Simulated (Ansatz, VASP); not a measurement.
**KCl in VASP and in Ansatz**

```
K Cl
1.0
     0.00000    3.15610    3.18766
     3.15610    0.00000    3.18766
     3.15610    3.15610    0.00000
K Cl
1 1
Direct
  0.00000 0.00000 0.00000
  0.50000 0.50000 0.50000
```

Change from the starting cell: zz strain of +1 %.

Alike in both runs: task single point; functional PBE; k mesh 7 × 7 × 7; occupations fermi-dirac, width 0.03 eV; no spin polarisation.

```csv
,VASP,Ansatz
version,VASP 6.6.1,Ansatz 0.2.0
potentials or method,"VASP PAW PBE potentials, release 64 (K_sv, Cl), cutoff 520 eV","all-electron LAPW, scalar-relativistic"
```

|  | VASP | Ansatz | Ansatz less VASP |
| --- | --- | --- | --- |
| gap on the k mesh at the Fermi level (eV) | 5.12 | 5.12 | +0.002 |
| pressure (GPa) | 0.4 | 0.4 | -0.02 |
| traceless stress, the component that is largest in VASP (GPa) | -0.22 | -0.22 | +0.004 |

Ansatz ran all-electron here, and VASP with PAW potentials.
